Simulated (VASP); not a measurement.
Input of a VASP 6.6.1 run:

INCAR

```
ALGO = Normal
EDIFF = 1E-6
ENCUT = 520
ISIF = 2
ISMEAR = 0
LASPH = T
LCHARG = F
LREAL = F
LWAVE = F
NBANDS = 44
NELM = 100
PREC = Accurate
SIGMA = 0.02
```

Contents of KPOINTS:

```
k-points
0
Gamma
  6 6 6
```

The input POSCAR:

```
SiO2
1.0
   -4.4424334191      4.4424334191      2.6035972938
    4.4424334191     -4.4424334191      2.6035972938
    4.4424334191      4.4424334191     -2.6035972938
Si O
4 8
Direct
    0.1770158661      0.1770158661      0.3540317323
    0.8229841339      0.1770158661      0.0000000000
    0.1770158661      0.8229841339      0.0000000000
    0.8229841339      0.8229841339      0.6459682677
    0.5000000000      0.5000000000      0.5000000000
    0.0000000000      0.5000000000      0.0000000000
    0.5000000000      0.0000000000      0.0000000000
    0.0000000000      0.0000000000      0.5000000000
    0.0000000000      0.2094892871      0.2094892871
    0.7905107129      0.0000000000      0.7905107129
    0.2094892871      0.0000000000      0.2094892871
    0.0000000000      0.7905107129      0.7905107129
```

Potentials or basis: VASP PAW LDA potentials, release 64 (Si, O).

The run is started by

```console
$ cat potpaw_LDA.64/Si/POTCAR potpaw_LDA.64/O/POTCAR > POTCAR
$ mpirun -np 1 vasp_std > vasp.out
```

**Question.** What does it give for the pressure?

**Answer.** 1.4 GPa.

**Question.** Predict the band gap on the k mesh.

**Answer.** 5.35 eV.

Forces in eV/Å, atoms in the order of the input:
```
Si   0.025  0.025  0.000
Si   0.025 -0.025  0.000
Si  -0.025  0.025  0.000
Si  -0.025 -0.025  0.000
O    0.000  0.000  0.000
O    0.000  0.000  0.000
O    0.000  0.000  0.000
O    0.000  0.000  0.000
O    0.005  0.000  0.000
O    0.000 -0.005  0.000
O    0.000  0.005  0.000
O   -0.005  0.000  0.000
```

A k mesh can miss the band edges.
